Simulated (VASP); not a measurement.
# BN (P6_3mc) in VASP: a series of runs

Runs on BN. Level: PBE. Tasks: single point.

Everything below comes from runs of VASP 6.6.1. Logs are shortened: lines on timing, memory, paths and dates and some standing lists are left out, and cuts for length are marked.

## Step 1: The cell of the first run

It takes space group P6_3mc (No. 186, hexagonal). Conventional cell: a = 2.544 Å, b = 2.544 Å, c = 4.208 Å, α = 90.00°, β = 90.00°, γ = 120.00°. B (site symmetry 3m) has 4 N at 1.56 to 1.58 Å within 2.1 Å. N (site symmetry 3m) has 4 B at 1.56 to 1.58 Å within 2.1 Å.

## Step 2: Single point, PBE

INCAR

```
SYSTEM = BN
PREC = Accurate ; ENCUT = 520
EDIFF = 1E-6 ; ISMEAR = 1
SIGMA = 0.5 ; LREAL = .False.
LASPH = .True. ; NELM = 60
ALGO = Normal ; ISIF = 2
LWAVE = .False. ; LCHARG = .True.
GGA = PE ; LELF = .True.
LVHAR = .True. ; NBANDS = 16
```

KPOINTS

```
regular mesh
0
Gamma
  9 9 4
  0 0 0
```

POSCAR

```
BN
1.0
    2.5439500013      0.0000000000      0.0000000000
   -1.2719750007      2.2031253271      0.0000000000
    0.0000000000      0.0000000000      4.2078153363
B N
2 2
Direct
    0.3333333333      0.6666666667      0.0002034648
    0.6666666667      0.3333333333      0.5002034648
    0.3333333333      0.6666666667      0.3747965352
    0.6666666667      0.3333333333      0.8747965352
```

Potentials or basis: VASP PAW PBE potentials, release 64 (B, N).

Started as:

```sh
$ cat potpaw_PBE.64/B/POTCAR potpaw_PBE.64/N/POTCAR > POTCAR
$ mpirun -np 1 vasp_std > vasp.out
```

OUTCAR:

```text
SYSTEM = BN
   PREC = Accurate
   ENCUT = 520
   EDIFF = 1E-6
   ISMEAR = 1
   LREAL = .False.
   LASPH = .True.
   NELM = 60
   ISIF = 2
   GGA = PE

 ion  position               nearest neighbor table
   1  0.333  0.667  0.000-   4 1.56   4 1.56   4 1.56   3 1.58
   2  0.667  0.333  0.500-   3 1.56   3 1.56   3 1.56   4 1.58
   3  0.333  0.667  0.375-   2 1.56   2 1.56   2 1.56   1 1.58
   4  0.667  0.333  0.875-   1 1.56   1 1.56   1 1.56   2 1.58

  LATTYP: Found a hexagonal cell.
 ALAT       =     2.5439500013
 C/A-ratio  =     1.6540479703

  Lattice vectors:

 A1 = (   2.5439500013,   0.0000000000,   0.0000000000)
 A2 = (  -1.2719750007,   2.2031253271,   0.0000000000)
 A3 = (   0.0000000000,   0.0000000000,   4.2078153363)

Analysis of symmetry for initial positions (statically):
=====================================================================
 Subroutine PRICEL returns:
 Original cell was already a primitive cell.

 Routine SETGRP: Setting up the symmetry group for a
 hexagonal supercell.

 Subroutine GETGRP returns: Found 12 space group operations
 (whereof  6 operations were pure point group operations)
 out of a pool of 24 trial point group operations.

The static configuration has the point symmetry C_3v.
 The point group associated with its full space group is C_6v.

Analysis of symmetry for dynamics (positions and initial velocities):
=====================================================================
 Subroutine PRICEL returns:
 Original cell was already a primitive cell.

 Routine SETGRP: Setting up the symmetry group for a
 hexagonal supercell.

 Subroutine GETGRP returns: Found 12 space group operations
 (whereof  6 operations were pure point group operations)
 out of a pool of 24 trial point group operations.

The dynamic configuration has the point symmetry C_3v.
 The point group associated with its full space group is C_6v.

 Subroutine INISYM returns: Found 12 space group operations
 (whereof  6 operations are pure point group operations),
 and found     1 'primitive' translations

----------------------------------------------------------------------------------------

                                     Primitive cell

  volume of cell :      23.5833

  direct lattice vectors                    reciprocal lattice vectors
     2.543950001  0.000000000  0.000000000     0.393089487  0.226950321  0.000000000
    -1.271975001  2.203125327  0.000000000     0.000000000  0.453900642  0.000000000
     0.000000000  0.000000000  4.207815336     0.000000000  0.000000000  0.237653015

  length of vectors
     2.543950001  2.543950001  4.207815336     0.453900642  0.453900642  0.237653015

  position of ions in fractional coordinates (direct lattice)
     0.333333333  0.666666667  0.000203465
     0.666666667  0.333333333  0.500203465
     0.333333333  0.666666667  0.374796535
     0.666666667  0.333333333  0.874796535

  ion indices of the primitive-cell ions
   primitive index   ion index
                 1           1
                 2           2
                 3           3
                 4           4

----------------------------------------------------------------------------------------

 KPOINTS: regular mesh

Automatic generation of k-mesh.
 Grid dimensions read from file:
 generate k-points for:    9    9    4

 Generating k-lattice:

  Cartesian coordinates                     Fractional coordinates (reciprocal lattice)
     0.043676610  0.025216702  0.000000000     0.111111111  0.000000000  0.000000000
     0.000000000  0.050433405  0.000000000     0.000000000  0.111111111  0.000000000
     0.000000000  0.000000000  0.059413254     0.000000000  0.000000000  0.250000000

  Length of vectors
     0.050433405  0.050433405  0.059413254

  Shift w.r.t. Gamma in fractional coordinates (k-lattice)
     0.000000000  0.000000000  0.000000000

 Subroutine IBZKPT returns following result:
 ===========================================

 Found     36 irreducible k-points:

 Following reciprocal coordinates:
            Coordinates               Weight
  0.000000  0.000000  0.000000      1.000000
  0.111111 -0.000000  0.000000      6.000000
  0.222222  0.000000  0.000000      6.000000
  0.333333  0.000000  0.000000      6.000000
  0.444444  0.000000  0.000000      6.000000
  0.111111  0.111111  0.000000      6.000000
[... 16 lines left out ...]
  0.333333  0.222222  0.250000     24.000000
  0.333333  0.333333  0.250000      4.000000
 [... further k-points ...]
   k-points           NKPTS =     36   k-points in BZ     NKDIM =     36   number of bands    NBANDS=     16
   number of dos      NEDOS =    301   number of ions     NIONS =      4
   total plane-waves  NPLWV =  12800
   dimension x,y,z NGX =    20 NGY =   20 NGZ =   32
   dimension x,y,z NGXF=    40 NGYF=   40 NGZF=   64
   ions per type =               2   2
   NGX,Y,Z   is equivalent  to a cutoff of  13.07, 13.07, 12.64 a.u.
   NGXF,Y,Z  is equivalent  to a cutoff of  26.14, 26.14, 25.29 a.u.
 SYSTEM =  BN
   PREC   = accura    normal or accurate (medium, high low for compatibility)
   ISTART =      0    job   : 0-new  1-cont  2-samecut
   ICHARG =      2    charge: 1-file 2-atom 10-const
   ISPIN  =      1    spin polarized calculation?
   LNONCOLLINEAR =      F non collinear calculations
   LSORBIT =      F    spin-orbit coupling
   LASPH  =      T    aspherical Exc in radial PAW
   ENCUT  =  520.0 eV  38.22 Ry    6.18 a.u.   4.73  4.73  7.82*2*pi/ulx,y,z
   NELM   =     60;   NELMIN=  2; NELMDL= -5     # of ELM steps
   EDIFF  = 0.1E-05   stopping-criterion for ELM
   LREAL  =      F    real-space projection
   EDIFFG = 0.1E-04   stopping-criterion for IOM
   NSW    =      0    number of steps for IOM
   IBRION =     -1    ionic relax: 0-MD 1-quasi-New 2-CG
   NFREE  =      0    steps in history (QN), initial steepest desc. (CG)
   ISIF   =      2    stress and relaxation
   ISYM   =      2    0-nonsym 1-usesym 2-fastsym
   POTIM  = 0.5000    time-step for ionic-motion
   TEBEG  =    0.0;   TEEND  =   0.0 temperature during run
   PSTRESS=    0.0 pullay stress
   NELECT =      16.0000    total number of electrons
   NUPDOWN=      -1.0000    fix difference up-down
   EMIN   =  10.00;   EMAX   =-10.00  energy-range for DOS
   EFERMI =   0.00;   METHOD = LEGACY
   ISMEAR =     1;   SIGMA  =   0.50  broadening in eV -4-tet -1-fermi 0-gaus
   EFERMI_NEDOS =   21; number of points for ismear=-14 and -15
   IALGO  =     38    algorithm
   IMIX   =      4    mixing-type and parameters
     AMIX     =   0.40;   BMIX     =  1.00
     AMIX_MAG =   1.60;   BMIX_MAG =  1.00
  volume/ion in A,a.u.               =       5.90        39.79
  Fermi-wavevector in a.u.,A,eV,Ry     =   1.438512  2.718393 28.154745  2.069315
  Thomas-Fermi vector in A             =   2.557470
   LORBIT       =      0    0 simple, 1 ext, 2 COOP (PROOUT), +10 PAW based schemes
   GGA     = PE    functional components
   LHFCALC =     F    Hartree Fock is set to
   AEXX    =    0.0000 exact exchange contribution
   IVDW    =     0    specifies the selected vdW correction
   LEPSILON=     F    determine dielectric tensor
   LRPA    =     F    only Hartree local field effects (RPA)
 non-spin polarized calculation
 Methfessel and Paxton  Order N= 1 SIGMA  =   0.50
  energy-cutoff  :      520.00
  volume of cell :       23.58
 maximum number of plane-waves:       652
 NGX is ok and might be reduce to    20
   NGX =  9   NGY =  9   NGZ = 15

 number of electron      16.0000000 magnetization

 Free energy of the ion-electron system (eV)
  ---------------------------------------------------
  ext. energy  EPLUGINS =         0.00000000
  ---------------------------------------------------
  free energy    TOTEN  =       -34.82628874 eV

  energy without entropy =      -34.83004523  energy(sigma->0) =      -34.82754091

 E-fermi :   7.7091     XC(G=0): -12.8219

 val. band max:        7.5822408209   @ k =   0.0000   0.0000   0.0000
 cond. band min:      12.7725478593   @ k =   0.3333   0.3333   0.0000
 fundamental gap:      5.1903070384
 Fermi energy:         7.7090631571

 k-point     1 :       0.0000    0.0000    0.0000
  band No.  band energies     occupation
      1     -12.8456      2.00000
      2      -8.6825      2.00000
      3      -3.3536      2.00000
      4       5.4543      2.00000
      5       5.4543      2.00000
      6       7.3149      1.97404
[... 8 lines left out ...]
     15      19.5003      0.00000
     16      23.8291      0.00000

 k-point     2 :       0.1111   -0.0000    0.0000
  band No.  band energies     occupation
      1     -12.5769      2.00000
      2      -8.4778      2.00000
      3      -3.0876      2.00000
      4       4.2779      2.00000
      5       4.9752      2.00000
      6       6.6032      2.00761
[... 8 lines left out ...]
     15      20.2635      0.00000
     16      23.4140      0.00000

 k-point     3 :       0.2222    0.0000    0.0000
  band No.  band energies     occupation
      1     -11.7871      2.00000
      2      -7.9197      2.00000
      3      -2.3089      2.00000
      4       1.7787      2.00000
      5       4.0035      2.00000
      6       4.4253      2.00000
[... 8 lines left out ...]
     15      22.0707      0.00000
     16      22.7863      0.00000

 k-point     4 :       0.3333    0.0000    0.0000
  band No.  band energies     occupation
      1     -10.5446      2.00000
      2      -7.2760      2.00000
      3      -1.1162      2.00000
      4      -0.6326      2.00000
      5       2.0500      2.00000
      6       3.1346      2.00000
[... 8 lines left out ...]
     15      23.4153      0.00000
     16      24.0190      0.00000
[... 324 lines left out ...]
 k-point    22 :       0.2222    0.2222    0.2500
  band No.  band energies     occupation
      1      -9.5348      2.00000
      2      -7.5761      2.00000
      3      -0.9664      2.00000
      4       0.1521      2.00000
      5       1.6047      2.00000
      6       1.7776      2.00000
[... 8 lines left out ...]
     15      22.7992      0.00000
     16      23.6399      0.00000

 k-point    23 :       0.3333    0.2222    0.2500
  band No.  band energies     occupation
      1      -8.2837      2.00000
      2      -7.2479      2.00000
      3      -1.6693      2.00000
      4      -0.6978      2.00000
      5       0.4055      2.00000
      6       2.2306      2.00000
[... 8 lines left out ...]
     15      23.3461      0.00000
     16      24.2438      0.00000

 k-point    24 :       0.3333    0.3333    0.2500
  band No.  band energies     occupation
      1      -7.4584      2.00000
      2      -7.4584      2.00000
      3      -1.2764      2.00000
      4      -0.6535      2.00000
      5      -0.6535      2.00000
      6       1.3082      2.00000
[... 8 lines left out ...]
     15      23.9966      0.00000
     16      23.9966      0.00000

 [... further k-points ...]
[... 5 lines left out ...]
  --------------------------------------------------------------------------------------
  -------------------------------------------------------------------------------------
  Total        0.7322109      0.7322109      0.7084175     -0.0000000      0.0000000      0.0000000
  in kB       49.7441839     49.7441839     48.1277340     -0.0000000      0.0000000      0.0000000
  external PRESSURE =      49.2053673 kB  Pullay stress =       0.0000000 kB

 VOLUME and BASIS-vectors are now :
 -----------------------------------------------------------------------------
  energy-cutoff  :      520.00
  volume of cell :       23.58
      direct lattice vectors                 reciprocal lattice vectors
     2.543950001  0.000000000  0.000000000     0.393089487  0.226950321  0.000000000
    -1.271975001  2.203125327  0.000000000     0.000000000  0.453900642  0.000000000
     0.000000000  0.000000000  4.207815336     0.000000000  0.000000000  0.237653015

 POSITION                                       TOTAL-FORCE (eV/Angst)
 -----------------------------------------------------------------------------------
     -0.00000      1.46875      0.00086         0.000000     -0.000000      0.018302
      1.27198      0.73438      2.10476         0.000000      0.000000      0.018302
     -0.00000      1.46875      1.57707         0.000000     -0.000000     -0.018302
      1.27198      0.73438      3.68098        -0.000000      0.000000     -0.018302
 -----------------------------------------------------------------------------------
    total drift:                               -0.000000     -0.000000     -0.000410

  FREE ENERGIE OF THE ION-ELECTRON SYSTEM (eV)
  ---------------------------------------------------
  free  energy   TOTEN  =       -34.8262887446 eV

  energy  without entropy=      -34.8300452338  energy(sigma->0) =      -34.82754091
```

Wall time 8.1 s (1 thread of Intel Xeon Platinum 8375C at 2.90GHz (Ice Lake), shared host); peak memory 0.13 GiB.

What came out:

| Property | Result |
| --- | --- |
| Free energy | -34.8263 eV |
| Pressure | 4.9 GPa |
| Largest force | 0.018 eV/Å |
| Band gap on the k mesh | 5.19 eV, indirect (least direct gap 8.29 eV) |

Forces in eV/Å, atoms in the order of the input:
```
B    0.000  0.000  0.018
B    0.000  0.000  0.018
N    0.000  0.000 -0.018
N    0.000  0.000 -0.018
```

## Step 3: Single point, PBE

INCAR

```
SYSTEM = BN
PREC = Accurate
ENCUT = 520
EDIFF = 1E-7
ISMEAR = -1
SIGMA = 0.05
LREAL = .FALSE.
LASPH = .TRUE.
NELM = 60
ALGO = Normal
ISIF = 2
LWAVE = .FALSE.
LCHARG = .FALSE.
GGA = PE
NBANDS = 16
```

KPOINTS

```
regular mesh
0
G
  9 9 4
  0 0 0
```

POSCAR is that of step 2.

Potentials or basis: VASP PAW PBE potentials, release 64 (B, N).

Started as:

```sh
$ cat potpaw_PBE.64/B/POTCAR potpaw_PBE.64/N/POTCAR > POTCAR
$ mpirun -np 1 vasp_std > vasp.out
```

Run time: 7.9 s. Hardware: 1 thread of Intel Xeon Platinum 8375C at 2.90GHz (Ice Lake), shared host; peak memory 0.13 GiB.

The run converged. Its results:

```yaml
Free_energy: -34.8276 eV
Pressure: 4.9 GPa
Largest_force: 0.008 eV/Å
Band_gap_on_the_k_mesh: 5.19 eV, indirect (least direct gap 8.29 eV)
```

Forces on the atoms (eV/Å):
```
B    0.000  0.000  0.008
B    0.000  0.000  0.008
N    0.000  0.000 -0.008
N    0.000  0.000 -0.008
```

Stress tensor (GPa, compression positive):
```
4.99 0.00 0.00
0.00 4.99 0.00
0.00 0.00 4.82
```

Levels at points of the mesh, in eV from the valence-band top:
| k point | band 6 | band 7 | band 8 | band 9 | band 10 | band 11 |
| --- | --- | --- | --- | --- | --- | --- |
| (0.00, 0.00, 0.00) | -0.27 | 0.00 | 0.00 | 8.38 | 8.38 | 8.62 |
| (0.00, 0.00, 0.50) | -1.18 | -1.18 | -1.18 | 9.52 | 9.52 | 9.94 |

A k mesh can miss the band edges. A hybrid or GW would open this gap; PBE tends to underestimate it.
